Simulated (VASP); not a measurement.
# SrTiO3 (P4/mmm) in VASP: a series of runs

Runs on SrTiO3. Level: r2SCAN+U. Tasks: single point.

All numbers are computed with VASP 6.6.1; they aren't measurements. Logs are shortened: lines on timing, memory, paths and dates and some standing lists are left out, and cuts for length are marked.

## Step 1: The cell of the first run

The structure is tetragonal, space group P4/mmm (No. 123). The conventional cell has a = 4.094 Å, b = 4.094 Å, c = 3.812 Å, α = 90.00°, β = 90.00°, γ = 90.00°. Within 3.9 Å of Sr (site symmetry 4/mmm) lie 12 O at 2.80 to 2.89 Å and 8 Ti at 3.47 Å and 2 Sr at 3.81 Å. Ti (site symmetry 4/mmm) has 6 O at 1.91 to 2.05 Å within 2.5 Å. O (site symmetry mmm) has 2 Ti at 2.05 Å and 4 Sr at 2.80 Å and 8 O at 2.80 to 2.89 Å within 2.9 Å. O (site symmetry 4/mmm) has 2 Ti at 1.91 Å within 2.5 Å.

## Step 2: Single point, r2SCAN+U (biaxial strain in the a-b plane: +4.5 %)

POSCAR reads:

```
SrTiO3
1.0
    4.0940082537      0.0000000000      0.0000000000
    0.0000000000      4.0940082537      0.0000000000
    0.0000000000      0.0000000000      3.8119330439
Sr Ti O
1 1 3
Direct
    0.0000000000      0.0000000000      0.0000000000
    0.5000000000      0.5000000000      0.5000000000
    0.5000000000      0.0000000000      0.5000000000
    0.5000000000      0.5000000000      0.0000000000
    0.0000000000      0.5000000000      0.5000000000
```

INCAR.step1 reads:

```
ALGO     = Normal         # electronic algorithm
EDIFF    = 1E-4           # SCF threshold, eV
ENCUT    = 520            # plane-wave cutoff, eV
GGA      = PE             # functional
ISMEAR   = 0              # smearing method
LASPH    = T              # aspherical terms in the spheres
LCHARG   = F              # write CHGCAR
LDAU     = T              # DFT+U
LDAUJ    = 0 0 0        
LDAUL    = -1 2 -1        # shell
LDAUTYPE = 2            
LDAUU    = 0 4 0          # U, eV
LMAXMIX  = 4              # l up to which the mixer works
LREAL    = F              # projectors in reciprocal space
LWAVE    = T              # write WAVECAR
NBANDS   = 28             # bands
NELM     = 150            # most SCF steps
PREC     = Accurate       # precision mode
SIGMA    = 0.02           # smearing width, eV
```

INCAR.step2 reads:

```
ALGO     = Normal         # electronic algorithm
EDIFF    = 1E-6           # SCF threshold, eV
ENCUT    = 520            # plane-wave cutoff, eV
ISIF     = 2              # what is computed and relaxed
ISMEAR   = 0              # smearing method
ISTART   = 1            
LASPH    = T              # aspherical terms in the spheres
LCHARG   = F              # write CHGCAR
LDAU     = T              # DFT+U
LDAUJ    = 0 0 0        
LDAUL    = -1 2 -1        # shell
LDAUPRINT= 1            
LDAUTYPE = 2            
LDAUU    = 0 4 0          # U, eV
LMAXMIX  = 4              # l up to which the mixer works
LMIXTAU  = T            
LREAL    = F              # projectors in reciprocal space
LWAVE    = F              # write WAVECAR
METAGGA  = R2SCAN         # meta-GGA
NBANDS   = 28             # bands
NELM     = 150            # most SCF steps
PREC     = Accurate       # precision mode
SIGMA    = 0.02           # smearing width, eV
```

KPOINTS reads:

```
k-points
0
Gamma
  6 6 6
```

Potentials or basis: VASP PAW PBE potentials, release 64 (Sr_sv, Ti_sv, O).

The run is started by

```
$ cat potpaw_PBE.64/Sr_sv/POTCAR potpaw_PBE.64/Ti_sv/POTCAR potpaw_PBE.64/O/POTCAR > POTCAR
$ cp INCAR.step1 INCAR
$ mpirun -np 1 vasp_std > vasp.out
$ cp INCAR.step2 INCAR
$ mpirun -np 1 vasp_std > vasp.out
```

OUTCAR:

```text
EDIFF = 1E-6
   ENCUT = 520
   ISIF = 2
   ISMEAR = 0
   ISTART = 1
   LASPH = T
   LREAL = F
   METAGGA = R2SCAN
   NELM = 150
   PREC = Accurate

 ion  position               nearest neighbor table
   1  0.000  0.000  0.000-   3 2.80   5 2.80   3 2.80   5 2.80   5 2.80   5 2.80   3 2.80   3 2.80
                             4 2.89   4 2.89   4 2.89   4 2.89   2 3.47   2 3.47   2 3.47   2 3.47
   2  0.500  0.500  0.500-   4 1.91   4 1.91   5 2.05   3 2.05   3 2.05   5 2.05   1 3.47   1 3.47
                             1 3.47   1 3.47   1 3.47   1 3.47   1 3.47   1 3.47
   3  0.500  0.000  0.500-   2 2.05   2 2.05   1 2.80   1 2.80   1 2.80   1 2.80
   4  0.500  0.500  0.000-   2 1.91   2 1.91   1 2.89   1 2.89   1 2.89   1 2.89
   5  0.000  0.500  0.500-   2 2.05   2 2.05   1 2.80   1 2.80   1 2.80   1 2.80

  LATTYP: Found a simple tetragonal cell.
 ALAT       =     4.0940082537
 C/A-ratio  =     0.9311004785

  Lattice vectors:

 A1 = (   4.0940082537,   0.0000000000,   0.0000000000)
 A2 = (   0.0000000000,   4.0940082537,   0.0000000000)
 A3 = (   0.0000000000,   0.0000000000,   3.8119330439)

Analysis of symmetry for initial positions (statically):
=====================================================================
 Subroutine PRICEL returns:
 Original cell was already a primitive cell.

 Routine SETGRP: Setting up the symmetry group for a
 simple tetragonal supercell.

 Subroutine GETGRP returns: Found 16 space group operations
 (whereof 16 operations were pure point group operations)
 out of a pool of 16 trial point group operations.

The static configuration has the point symmetry D_4h.

Analysis of symmetry for dynamics (positions and initial velocities):
=====================================================================
 Subroutine PRICEL returns:
 Original cell was already a primitive cell.

 Routine SETGRP: Setting up the symmetry group for a
 simple tetragonal supercell.

[... 161 lines left out ...]
 -0.0000 -0.0000 -0.0000  0.0986 -0.0000
 -0.0000 -0.0000 -0.0000 -0.0000  0.2140

spin component  2

  0.0819 -0.0000 -0.0000 -0.0000 -0.0000
 -0.0000  0.0986 -0.0000 -0.0000 -0.0000
 -0.0000 -0.0000  0.2611 -0.0000 -0.0000
 -0.0000 -0.0000 -0.0000  0.0986 -0.0000
 -0.0000 -0.0000 -0.0000 -0.0000  0.2140

 occupancies and eigenvectors

  o =  0.0819  v =  1.0000  0.0000  0.0000  0.0000  0.0000  0.0000  0.0000  0.0000  0.0000  0.0000      0.0000  0.0000  0.0000  0.0000  0.0000  0.0000  0.0000  0.0000  0.0000  0.0000
  o =  0.0819  v =  0.0000  0.0000  0.0000  0.0000  0.0000  1.0000  0.0000  0.0000  0.0000  0.0000      0.0000  0.0000  0.0000  0.0000  0.0000  0.0000  0.0000  0.0000  0.0000  0.0000
  o =  0.0986  v =  0.0000  0.6329 -0.0000  0.7742  0.0000  0.0000  0.0000  0.0000  0.0000  0.0000      0.0000  0.0000  0.0000  0.0000  0.0000  0.0000  0.0000  0.0000  0.0000  0.0000
  o =  0.0986  v =  0.0000  0.0000  0.0000  0.0000  0.0000  0.0000  0.6329 -0.0000  0.7742  0.0000      0.0000  0.0000  0.0000  0.0000  0.0000  0.0000  0.0000  0.0000  0.0000  0.0000
  o =  0.0986  v =  0.0000 -0.7742  0.0000  0.6329  0.0000  0.0000  0.0000  0.0000  0.0000  0.0000      0.0000  0.0000  0.0000  0.0000  0.0000  0.0000  0.0000  0.0000  0.0000  0.0000
  o =  0.0986  v =  0.0000  0.0000  0.0000  0.0000  0.0000  0.0000 -0.7742  0.0000  0.6329  0.0000      0.0000  0.0000  0.0000  0.0000  0.0000  0.0000  0.0000  0.0000  0.0000  0.0000
  o =  0.2140  v =  0.0000  0.0000  0.0000  0.0000  0.0000  0.0000  0.0000  0.0000 -0.0000  1.0000      0.0000  0.0000  0.0000  0.0000  0.0000  0.0000  0.0000  0.0000  0.0000  0.0000
  o =  0.2140  v =  0.0000  0.0000  0.0000 -0.0000  1.0000  0.0000  0.0000  0.0000  0.0000  0.0000      0.0000  0.0000  0.0000  0.0000  0.0000  0.0000  0.0000  0.0000  0.0000  0.0000
  o =  0.2611  v =  0.0000  0.0000  0.0000  0.0000  0.0000  0.0000  0.0000  1.0000  0.0000 -0.0000      0.0000  0.0000  0.0000  0.0000  0.0000  0.0000  0.0000  0.0000  0.0000  0.0000
  o =  0.2611  v =  0.0000  0.0000  1.0000  0.0000 -0.0000  0.0000  0.0000  0.0000  0.0000  0.0000      0.0000  0.0000  0.0000  0.0000  0.0000  0.0000  0.0000  0.0000  0.0000  0.0000

 number of electron      39.9999991 magnetization

 Free energy of the ion-electron system (eV)
  ---------------------------------------------------
  ext. energy  EPLUGINS =         0.00000000
  ---------------------------------------------------
  free energy    TOTEN  =       -60.49942758 eV

  energy without entropy =      -60.49942758  energy(sigma->0) =      -60.49942758

 E-fermi :   3.6959     XC(G=0): -11.5404

 val. band max:        3.4340811833   @ k =   0.5000   0.5000   0.5000
 cond. band min:       6.0439303861   @ k =   0.0000   0.0000   0.0000
 fundamental gap:      2.6098492028
 Fermi energy:         3.6958572612

 k-point     1 :       0.0000    0.0000    0.0000
  band No.  band energies     occupation
      1     -56.5961      2.00000
      2     -31.7281      2.00000
      3     -31.6916      2.00000
      4     -31.6916      2.00000
      5     -30.6725      2.00000
      6     -14.9286      2.00000
[... 733 lines left out ...]
     27      11.9344      0.00000
     28      12.6874      0.00000

 [... further k-points ...]

------------------------ aborting loop because EDIFF is reached ----------------------------------------

  FORCE on cell =-STRESS in cart. coord.  units (eV):
  Direction    XX          YY          ZZ          XY          YZ          ZX
  --------------------------------------------------------------------------------------
  -------------------------------------------------------------------------------------
  Total       -4.6346302     -4.6346302      2.0288899      0.0000000     -0.0000000      0.0000000
  in kB     -116.2205632   -116.2205632     50.8775708      0.0000000     -0.0000000      0.0000000
  external PRESSURE =     -60.5211852 kB  Pullay stress =       0.0000000 kB

 VOLUME and BASIS-vectors are now :
 -----------------------------------------------------------------------------
  energy-cutoff  :      520.00
  volume of cell :       63.89
      direct lattice vectors                 reciprocal lattice vectors
     4.094008254  0.000000000  0.000000000     0.244259400  0.000000000  0.000000000
     0.000000000  4.094008254  0.000000000     0.000000000  0.244259400  0.000000000
     0.000000000  0.000000000  3.811933044     0.000000000  0.000000000  0.262334094

 POSITION                                       TOTAL-FORCE (eV/Angst)
 -----------------------------------------------------------------------------------
      0.00000      0.00000      0.00000         0.000000      0.000000      0.000000
      2.04700      2.04700      1.90597         0.000000      0.000000      0.000000
      2.04700      0.00000      1.90597         0.000000      0.000000      0.000000
      2.04700      2.04700      0.00000         0.000000      0.000000      0.000000
      0.00000      2.04700      1.90597         0.000000      0.000000      0.000000
 -----------------------------------------------------------------------------------
    total drift:                                0.000000      0.000000     -0.000000

  FREE ENERGIE OF THE ION-ELECTRON SYSTEM (eV)
  ---------------------------------------------------
  free  energy   TOTEN  =       -60.4994275807 eV

  energy  without entropy=      -60.4994275807  energy(sigma->0) =      -60.49942758
```

OUTCAR.step1:

```text
EDIFF = 1E-4
   ENCUT = 520
   GGA = PE
   ISMEAR = 0
[... 983 lines left out ...]
      2.04700      2.04700      1.90597         0.000000      0.000000      0.000000
      2.04700      0.00000      1.90597         0.000000      0.000000      0.000000
      2.04700      2.04700      0.00000         0.000000      0.000000      0.000000
      0.00000      2.04700      1.90597         0.000000      0.000000      0.000000
 -----------------------------------------------------------------------------------
    total drift:                                0.000000      0.000000     -0.000000

  FREE ENERGIE OF THE ION-ELECTRON SYSTEM (eV)
  ---------------------------------------------------
  free  energy   TOTEN  =       -37.2525349646 eV

  energy  without entropy=      -37.2525349646  energy(sigma->0) =      -37.25253496
```

OSZICAR.step1:

```text
N       E                     dE             d eps       ncg     rms          rms(c)
DAV:   1     0.434498927247E+03    0.43450E+03   -0.21187E+04  2240   0.157E+03
DAV:   2    -0.446180846508E+01   -0.43896E+03   -0.42030E+03  2604   0.434E+02
DAV:   3    -0.466862709398E+02   -0.42224E+02   -0.41916E+02  3120   0.133E+02
DAV:   4    -0.487391361514E+02   -0.20529E+01   -0.20467E+01  3412   0.252E+01
DAV:   5    -0.488058946388E+02   -0.66758E-01   -0.66744E-01  3148   0.361E+00    0.251E+01
DAV:   6    -0.371102801956E+02    0.11696E+02   -0.56588E+01  3256   0.634E+01    0.133E+01
DAV:   7    -0.372827287467E+02   -0.17245E+00   -0.65513E+00  2924   0.154E+01    0.940E+00
DAV:   8    -0.373736695859E+02   -0.90941E-01   -0.19383E+00  2768   0.128E+01    0.346E+00
DAV:   9    -0.372633225474E+02    0.11035E+00   -0.39663E-01  2828   0.623E+00    0.114E+00
DAV:  10    -0.372622860240E+02    0.10365E-02   -0.13237E-01  2584   0.213E+00    0.884E-01
DAV:  11    -0.372525988775E+02    0.96871E-02   -0.37736E-02  2968   0.187E+00    0.206E-01
DAV:  12    -0.372525121562E+02    0.86721E-04   -0.24253E-03  2668   0.362E-01    0.814E-02
DAV:  13    -0.372525349646E+02   -0.22808E-04   -0.17773E-04  2252   0.112E-01
   1 F= -.37252535E+02 E0= -.37252535E+02  d E =-.107896E-51
```

Wall time 2.3 min (1 thread of Intel Xeon 6975P-C (Granite Rapids), shared host); peak memory 0.21 GiB.

Results:

```yaml
Free_energy: -60.4994 eV
Pressure: -6.1 GPa
Band_gap_on_the_k_mesh: 2.61 eV (least direct gap 3.06 eV)
```

Eigenvalues of the final occupation matrices:
| site | spin | trace | eigenvalues |
| --- | --- | --- | --- |
| site 2 d | 1 | 0.75 | 0.08 0.10 0.10 0.21 0.26 |
| site 2 d | 2 | 0.75 | 0.08 0.10 0.10 0.21 0.26 |

Caveat: the cell differs from its parent crystal (biaxial strain in the a-b plane: +4.5 %); the stress differs along the axes, from -12 to 5 GPa; the PAW data sets were made with another functional, which shifts forces and pressure a little. A k mesh can miss the band edges.

## Step 3: Single point, r2SCAN+U (biaxial strain in the a-b plane: +4.5 %, then relaxed in part)

POSCAR: that of step 2 with these lines changed.

```diff
@@ -4,3 +4,3 @@
     0.0000000000      4.0940082537      0.0000000000
-    0.0000000000      0.0000000000      3.8119330439
+    0.0000000000      0.0000000000      3.8241492727
 Sr Ti O
```

INCAR.step1 reads:

```
PREC = Accurate
ENCUT = 520
ISMEAR = 0
SIGMA = 0.02
LREAL = False
LASPH = True
NELM = 150
LMAXMIX = 4
LDAU = True
LDAUTYPE = 2
LDAUL = -1 2 -1
LDAUU = 0 4 0
LDAUJ = 0 0 0
NBANDS = 28
GGA = PE
ALGO = Normal
EDIFF = 1E-4
LWAVE = True
LCHARG = False
```

INCAR.step2 reads:

```
PREC = Accurate
ENCUT = 520
EDIFF = 1E-7
ISMEAR = 0
SIGMA = 0.02
LREAL = False
LASPH = True
NELM = 150
ALGO = Normal
ISIF = 2
LWAVE = False
LCHARG = True
LMAXMIX = 4
LDAU = True
LDAUTYPE = 2
LDAUL = -1 2 -1
LDAUU = 0 4 0
LDAUJ = 0 0 0
LDAUPRINT = 1
METAGGA = R2SCAN
LMIXTAU = True
LELF = True
LVHAR = True
NBANDS = 28
ISTART = 1
```

KPOINTS reads:

```
regular mesh
0
Gamma
  6 6 6
```

Potentials or basis: VASP PAW PBE potentials, release 64 (Sr_sv, Ti_sv, O).

The run is started by

```
$ cat potpaw_PBE.64/Sr_sv/POTCAR potpaw_PBE.64/Ti_sv/POTCAR potpaw_PBE.64/O/POTCAR > POTCAR
$ cp INCAR.step1 INCAR
$ mpirun -np 1 vasp_std > vasp.out
$ cp INCAR.step2 INCAR
$ mpirun -np 1 vasp_std > vasp.out
```

OUTCAR:

```text
PREC = Accurate
   ENCUT = 520
   EDIFF = 1E-7
   ISMEAR = 0
   LREAL = False
   LASPH = True
   NELM = 150
   ISIF = 2
   METAGGA = R2SCAN
   ISTART = 1

 ion  position               nearest neighbor table
   1  0.000  0.000  0.000-   3 2.80   5 2.80   3 2.80   5 2.80   5 2.80   5 2.80   3 2.80   3 2.80
                             4 2.89   4 2.89   4 2.89   4 2.89   2 3.47   2 3.47   2 3.47   2 3.47
   2  0.500  0.500  0.500-   4 1.91   4 1.91   5 2.05   3 2.05   3 2.05   5 2.05   1 3.47   1 3.47
                             1 3.47   1 3.47   1 3.47   1 3.47   1 3.47   1 3.47
   3  0.500  0.000  0.500-   2 2.05   2 2.05   1 2.80   1 2.80   1 2.80   1 2.80
   4  0.500  0.500  0.000-   2 1.91   2 1.91   1 2.89   1 2.89   1 2.89   1 2.89
   5  0.000  0.500  0.500-   2 2.05   2 2.05   1 2.80   1 2.80   1 2.80   1 2.80

  LATTYP: Found a simple tetragonal cell.
 ALAT       =     4.0940082537
 C/A-ratio  =     0.9340844072

  Lattice vectors:

 A1 = (   4.0940082537,   0.0000000000,   0.0000000000)
 A2 = (   0.0000000000,   4.0940082537,   0.0000000000)
 A3 = (   0.0000000000,   0.0000000000,   3.8241492727)

Analysis of symmetry for initial positions (statically):
[... 220 lines left out ...]
 fundamental gap:      2.6022591644
 Fermi energy:         3.6417385009

 k-point     1 :       0.0000    0.0000    0.0000
  band No.  band energies     occupation
      1     -56.6399      2.00000
      2     -31.7666      2.00000
      3     -31.7341      2.00000
      4     -31.7341      2.00000
      5     -30.7076      2.00000
      6     -14.9300      2.00000
[... 733 lines left out ...]
     27      11.8893      0.00000
     28      12.6475      0.00000

 [... further k-points ...]

------------------------ aborting loop because EDIFF is reached ----------------------------------------

  FORCE on cell =-STRESS in cart. coord.  units (eV):
  Direction    XX          YY          ZZ          XY          YZ          ZX
  --------------------------------------------------------------------------------------
  -------------------------------------------------------------------------------------
  Total       -4.7515875     -4.7515875      1.5049388      0.0000000      0.0000000      0.0000000
  in kB     -118.7728153   -118.7728153     37.6181265      0.0000000      0.0000000      0.0000000
  external PRESSURE =     -66.6425014 kB  Pullay stress =       0.0000000 kB

 VOLUME and BASIS-vectors are now :
 -----------------------------------------------------------------------------
  energy-cutoff  :      520.00
  volume of cell :       64.10
      direct lattice vectors                 reciprocal lattice vectors
     4.094008254  0.000000000  0.000000000     0.244259400  0.000000000  0.000000000
     0.000000000  4.094008254  0.000000000     0.000000000  0.244259400  0.000000000
     0.000000000  0.000000000  3.824149273     0.000000000  0.000000000  0.261496068

 POSITION                                       TOTAL-FORCE (eV/Angst)
 -----------------------------------------------------------------------------------
      0.00000      0.00000      0.00000         0.000000      0.000000      0.000000
      2.04700      2.04700      1.91207         0.000000      0.000000      0.000000
      2.04700      0.00000      1.91207         0.000000      0.000000      0.000000
      2.04700      2.04700      0.00000         0.000000      0.000000      0.000000
      0.00000      2.04700      1.91207         0.000000      0.000000      0.000000
 -----------------------------------------------------------------------------------
    total drift:                                0.000000      0.000000     -0.000000

  FREE ENERGIE OF THE ION-ELECTRON SYSTEM (eV)
  ---------------------------------------------------
  free  energy   TOTEN  =       -60.5053218281 eV

  energy  without entropy=      -60.5053218281  energy(sigma->0) =      -60.50532183
```

It took 2.1 min on 1 thread of Intel Xeon 6975P-C (Granite Rapids), shared host; peak memory 0.21 GiB.

Results:

| Quantity | Value |
| --- | --- |
| Free energy | -60.5053 eV |
| Pressure | -6.7 GPa |
| Band gap on the k mesh | 2.60 eV (least direct gap 3.06 eV) |

Stress tensor (GPa, compression positive):
```
-11.88   0.00   0.00
  0.00 -11.88   0.00
  0.00   0.00   3.76
```

Eigenvalues of the final occupation matrices:
```
    site  spin  trace               eigenvalues
site 2 d     1   0.75  0.08 0.10 0.10 0.21 0.26
site 2 d     2   0.75  0.08 0.10 0.10 0.21 0.26
```

Caveat: the cell differs from its parent crystal (biaxial strain in the a-b plane: +4.5 %, then relaxed in part); the stress differs along the axes, from -12 to 4 GPa; the PAW data sets were made with another functional, which shifts forces and pressure a little.
